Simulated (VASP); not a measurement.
# Ta in VASP: further runs, part 2 of 2

VASP 6.6.1. Earlier steps stand in the parts before.

## 3. Single point, PBEsol (normal strain along x -0.0733, normal strain along z +0.0000)

Contents of INCAR:

```
PREC     = Accurate       # precision mode
ENCUT    = 520            # plane-wave cutoff, eV
EDIFF    = 1E-6           # SCF threshold, eV
ISMEAR   = 0              # smearing method
SIGMA    = 0.15           # smearing width, eV
LREAL    = False          # projectors in reciprocal space
LASPH    = True           # aspherical terms in the spheres
NELM     = 60             # most SCF steps
ALGO     = Normal         # electronic algorithm
ISIF     = 2              # what is computed and relaxed
LWAVE    = False          # write WAVECAR
LCHARG   = True           # write CHGCAR
GGA      = PS             # functional
LELF     = True           # ELF
LVHAR    = True         
NBANDS   = 12             # bands
```

Contents of KPOINTS:

```
Automatic mesh
0
Gamma
  20 20 20
```

Contents of POSCAR:

```
Ta
1.0
   -1.5199998761      1.6402286350      1.6402286350
    1.5199998761     -1.6402286350      1.6402286350
    1.5199998761      1.6402286350     -1.6402286350
Ta
1
Direct
    0.0000000000      0.0000000000      0.0000000000
```

Potentials or basis: VASP PAW PBE potentials, release 64 (Ta_pv).

Launch:

```sh
$ cat potpaw_PBE.64/Ta_pv/POTCAR > POTCAR
$ mpirun -np 1 vasp_std > vasp.out
```

Run time: 30 s. Hardware: 1 thread of Intel Xeon 6975P-C (Granite Rapids), shared host; peak memory 0.24 GiB.

Results (log left out):

- Free energy: -12.4564 eV
- Pressure: 19.3 GPa

Stress tensor (GPa, compression positive):
```
25.20  0.00  0.00
 0.00 16.32  0.00
 0.00  0.00 16.32
```

Levels at points of the mesh, in eV from the Fermi level:
| k point | band 2 | band 3 | band 4 | band 5 | band 6 | band 7 | band 8 | band 9 |
| --- | --- | --- | --- | --- | --- | --- | --- | --- |
| (0.00, 0.00, 0.00) | -32.65 | -32.63 | -8.31 | 0.01 | 1.13 | 1.13 | 3.46 | 5.05 |
| (0.50, 0.00, 0.00) | -33.07 | -32.61 | -4.87 | -1.07 | 1.69 | 3.27 | 4.92 | 8.61 |
| (0.00, 0.50, 0.00) | -33.18 | -32.71 | -4.86 | -2.22 | 2.34 | 4.32 | 6.17 | 8.77 |
| (0.50, 0.50, 0.50) | -33.82 | -33.58 | -4.56 | -4.32 | 7.55 | 7.55 | 7.92 | 8.93 |

Caveat: the cell differs from its parent crystal (normal strain along x -0.0733, normal strain along z +0.0000); the PAW data sets were made with another functional, which shifts forces and pressure a little; spin-orbit coupling is left out, which moves the levels of the heavy elements.

## 4. Single point, PBEsol (normal strain along x -0.1100, normal strain along z -0.1000)

Contents of INCAR:

```
ALGO     = Fast           # electronic algorithm
EDIFF    = 1E-7           # SCF threshold, eV
ENCUT    = 520            # plane-wave cutoff, eV
GGA      = PS             # functional
ISIF     = 2              # what is computed and relaxed
ISMEAR   = 0              # smearing method
LASPH    = True           # aspherical terms in the spheres
LCHARG   = False          # write CHGCAR
LREAL    = False          # projectors in reciprocal space
LWAVE    = False          # write WAVECAR
NBANDS   = 12             # bands
NELM     = 80             # most SCF steps
PREC     = Accurate       # precision mode
SIGMA    = 0.15           # smearing width, eV
```

Contents of KPOINTS:

```
k-points
0
Gamma
  20 20 20
```

Contents of POSCAR:

```
Ta
1.0
   -1.4598034852      1.6402286350      1.4762057715
    1.4598034852     -1.6402286350      1.4762057715
    1.4598034852      1.6402286350     -1.4762057715
Ta
1
Direct
    0.0000000000      0.0000000000      0.0000000000
```

Launch:

```sh
$ cat potpaw_PBE.64/Ta_pv/POTCAR > POTCAR
$ mpirun -np 1 vasp_std > vasp.out
```

Run time: 68 s. Hardware: 1 thread of Intel Xeon 6975P-C (Granite Rapids), shared host; peak memory 0.29 GiB.

Results (log left out):

```
Free energy : -11.8190 eV
Pressure    : 72.5 GPa
```

Stress tensor (GPa, compression positive):
```
81.12  0.00  0.00
 0.00 56.26  0.00
 0.00  0.00 80.16
```

Levels at points of the mesh, in eV from the Fermi level:
| k point | band 1 | band 2 | band 3 | band 4 | band 5 | band 6 | band 7 | band 8 | band 9 | band 10 |
| --- | --- | --- | --- | --- | --- | --- | --- | --- | --- | --- |
| (0.00, 0.00, 0.00) | -32.13 | -32.13 | -32.12 | -8.85 | 0.01 | 0.22 | 1.85 | 3.35 | 5.80 | 14.79 |
| (0.50, 0.00, 0.00) | -34.66 | -32.79 | -32.14 | -5.67 | -1.73 | 2.69 | 3.19 | 6.47 | 9.98 | 13.16 |
| (0.00, 0.50, 0.00) | -34.58 | -33.03 | -32.35 | -5.83 | -3.63 | 3.82 | 6.51 | 7.19 | 10.60 | 13.14 |
| (0.50, 0.50, 0.00) | -34.66 | -32.81 | -32.17 | -5.68 | -1.94 | 2.81 | 3.32 | 6.77 | 9.98 | 13.12 |
| (0.50, 0.50, 0.50) | -34.15 | -33.63 | -33.57 | -5.84 | -5.37 | 8.57 | 9.15 | 9.21 | 9.29 | 12.02 |

Caveat: the cell differs from its parent crystal (normal strain along x -0.1100, normal strain along z -0.1000); the PAW data sets were made with another functional, which shifts forces and pressure a little; spin-orbit coupling is left out, which moves the levels of the heavy elements.

## 5. Single point, PBEsol (normal strain along x +0.1100, normal strain along z -0.0500)

Contents of INCAR:

```
SYSTEM = Ta
PREC = Accurate
ENCUT = 520
EDIFF = 1E-6
ISMEAR = 0
SIGMA = 0.15
LREAL = .False.
LASPH = .True.
NELM = 80
ALGO = Fast
ISIF = 2
LWAVE = .False.
LCHARG = .False.
GGA = PS
NBANDS = 12
```

Contents of KPOINTS:

```
Automatic mesh
0
Gamma
  20 20 20
  0 0 0
```

Contents of POSCAR:

```
Ta
1.0
   -1.8206537848      1.6402286350      1.5582172032
    1.8206537848     -1.6402286350      1.5582172032
    1.8206537848      1.6402286350     -1.5582172032
Ta
1
Direct
    0.0000000000      0.0000000000      0.0000000000
```

Launch:

```sh
$ cat potpaw_PBE.64/Ta_pv/POTCAR > POTCAR
$ mpirun -np 1 vasp_std > vasp.out
```

Wall time 98 s (1 thread of Intel Xeon 6975P-C (Granite Rapids), shared host); peak memory 0.35 GiB.

Results (log left out):

```yaml
Free_energy: -12.4653 eV
Pressure: -8.3 GPa
```

Stress tensor (GPa, compression positive):
```
-15.42   0.00   0.00
  0.00  -5.73   0.00
  0.00   0.00  -3.72
```

Levels at points of the mesh, in eV from the Fermi level:
| k point | band 2 | band 3 | band 4 | band 5 | band 6 | band 7 | band 8 | band 9 |
| --- | --- | --- | --- | --- | --- | --- | --- | --- |
| (0.00, 0.00, 0.00) | -33.24 | -33.22 | -7.89 | -0.02 | 0.70 | 1.78 | 2.54 | 4.61 |
| (0.50, 0.00, 0.00) | -33.64 | -33.34 | -4.27 | -2.44 | 2.04 | 4.71 | 5.68 | 7.52 |
| (0.00, 0.50, 0.00) | -33.54 | -33.28 | -4.32 | -1.25 | 1.36 | 2.60 | 5.48 | 7.07 |
| (0.50, 0.50, 0.00) | -33.49 | -33.22 | -4.39 | -0.53 | 0.96 | 2.17 | 4.56 | 7.09 |
| (0.50, 0.50, 0.50) | -33.91 | -33.80 | -3.90 | -3.49 | 6.20 | 6.22 | 6.60 | 6.80 |

Caveat: the cell differs from its parent crystal (normal strain along x +0.1100, normal strain along z -0.0500); the PAW data sets were made with another functional, which shifts forces and pressure a little; spin-orbit coupling is left out, which moves the levels of the heavy elements.

## 6. Single point, PBEsol (normal strain along x -0.0367, normal strain along z +0.1000)

Contents of INCAR:

```
SYSTEM = Ta
ALGO = Fast
EDIFF = 1E-7
ENCUT = 520
GGA = PS
ISIF = 2
ISMEAR = 0
LASPH = .TRUE.
LCHARG = .FALSE.
LREAL = .FALSE.
LWAVE = .FALSE.
NBANDS = 12
NELM = 100
PREC = Accurate
SIGMA = 0.15
```

Contents of KPOINTS:

```
k-points
0
G
  20 20 20
  0 0 0
```

Contents of POSCAR:

```
Ta
1.0
   -1.5800322441      1.6402286350      1.8042514985
    1.5800322441     -1.6402286350      1.8042514985
    1.5800322441      1.6402286350     -1.8042514985
Ta
1
Direct
    0.0000000000      0.0000000000      0.0000000000
```

Potentials or basis: VASP PAW PBE potentials, release 64 (Ta_pv).

Launch:

```sh
$ cat potpaw_PBE.64/Ta_pv/POTCAR > POTCAR
$ mpirun -np 1 vasp_std > vasp.out
```

It took 1.9 min on 1 thread of Intel Xeon 6975P-C (Granite Rapids), shared host; peak memory 0.36 GiB.

It converged, with:

```
Free energy : -12.4746 eV
Pressure    : -9.4 GPa
```

Stress tensor (GPa, compression positive):
```
 -5.24   0.00   0.00
  0.00  -7.22   0.00
  0.00   0.00 -15.84
```

Levels at points of the mesh, in eV from the Fermi level:
```
           k point  band 1  band 2  band 3  band 4  band 5  band 6  band 7  band 8  band 9  band 10
(0.00, 0.00, 0.00)  -33.24  -33.24  -33.22   -7.84    0.11    0.63    1.64    2.75    4.53    13.70
(0.50, 0.00, 0.00)  -34.28  -33.50  -33.22   -4.33   -0.70    1.04    2.41    4.60    7.12    10.68
(0.00, 0.50, 0.00)  -34.29  -33.54  -33.26   -4.28   -1.21    1.32    2.73    5.26    7.12    10.87
(0.50, 0.50, 0.00)  -34.25  -33.63  -33.32   -4.23   -2.31    1.95    4.67    5.46    7.51    11.41
(0.50, 0.50, 0.50)  -34.11  -33.90  -33.82   -3.82   -3.47    6.23    6.42    6.58    6.72     8.75
```

Caveat: the cell differs from its parent crystal (normal strain along x -0.0367, normal strain along z +0.1000); the PAW data sets were made with another functional, which shifts forces and pressure a little; spin-orbit coupling is left out, which moves the levels of the heavy elements.

## 7. Overview

| cell | gap on the mesh (eV) | pressure (GPa) |
| --- | --- | --- |
| a = 2.750 Å, angles 106.8, 106.8, 115.1°, 1 atom | none | 28.1 |
| a = 2.773 Å, angles 113.5, 107.5, 107.5°, 1 atom | none | 19.3 |
| a = 2.646 Å, angles 113.0, 103.4, 112.2°, 1 atom | none | 72.5 |
| a = 2.904 Å, angles 102.3, 111.2, 115.1°, 1 atom | none | -8.3 |
| a = 2.906 Å, angles 114.1, 111.3, 103.2°, 1 atom | none | -9.4 |

Alike in all rows: task single point; level PBEsol; potentials or basis VASP PAW PBE potentials, release 64 (Ta_pv); no spin polarisation; k mesh 20 × 20 × 20; cutoff (eV) 520; smearing gaussian 0.15 eV.

Caveats: the PAW data sets were made with another functional, which shifts forces and pressure a little; spin-orbit coupling is left out, which moves the levels of the heavy elements.

Absolute energies hang on the potentials; compare differences alone.
